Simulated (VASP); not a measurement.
**Ta4O: single point with PBE**

Crystal: Ta4O.

```
Ta O
1.0
     3.25471    0.00000    0.00000
     0.00000    3.25471    0.00000
     0.00000    0.00000    6.65585
Ta O
4 1
Cartesian
  0.0000 0.0000 3.3279
  1.6274 1.6274 5.2109
  1.6274 1.6274 1.4449
  0.0000 0.0000 0.0000
  1.6274 1.6274 3.3279
```

This cell differs from its parent crystal: strain -0.1000 x Voigt [0, 0, 1, 0, 0, 0].

| Quantity | Value |
| --- | --- |
| Program | VASP 6.6.1 |
| Task | single point |
| Functional | PBE |
| Potentials or basis | VASP PAW PBE potentials, release 64 (Ta_pv, O) |
| Cutoff | 520 eV |
| k mesh | 14 × 14 × 8 |
| Occupations | gaussian, width 0.15 eV |
| Spin | no spin polarisation |

```yaml
Pressure: 38.3 GPa
Largest_force: 2.777 eV/Å
Band_gap_on_the_k_mesh: zero (band 25 reaches 7.96 eV, above the bottom of band 26 at 6.88 eV)
```

Forces in eV/Å, atoms in the order of the input:
```
Ta   0.000  0.000  0.000
Ta   0.000  0.000  2.777
Ta   0.000  0.000 -2.777
Ta   0.000  0.000  0.000
O    0.000  0.000  0.000
```

Stress tensor (GPa, compression positive):
```
21.90  0.00  0.00
 0.00 21.90  0.00
 0.00  0.00 71.00
```

Levels at points of the mesh, in eV from the Fermi level:
```tsv
k point	band 22	band 23	band 24	band 25	band 26	band 27	band 28	band 29
(0.00, 0.00, 0.00)	-1.58	-0.49	-0.49	-0.26	-0.25	1.01	1.01	1.48
(0.50, 0.00, 0.00)	-1.28	-0.68	-0.50	0.62	0.70	0.82	2.12	2.24
(0.50, 0.50, 0.00)	-1.28	-1.28	-0.45	-0.45	1.11	2.77	3.06	3.06
(0.00, 0.00, 0.50)	-0.89	-0.89	0.03	0.04	0.32	0.38	1.12	1.12
(0.50, 0.00, 0.50)	-1.69	-1.42	-0.97	-0.04	0.79	2.21	2.55	2.59
(0.50, 0.50, 0.50)	-1.18	-1.18	-0.01	-0.01	1.18	2.50	2.50	3.06
```

Wall time 5.3 min on 1 thread of Intel Xeon 6975P-C, with other jobs on the host, peak memory 0.42 GiB.

Caveat: the cell differs from its parent crystal (strain -0.1000 x Voigt [0, 0, 1, 0, 0, 0]); spin-orbit coupling is left out, which moves the levels of the heavy elements; forces of over 1 eV/Å act on the atoms, so gaps and moduli don't describe the material at rest.
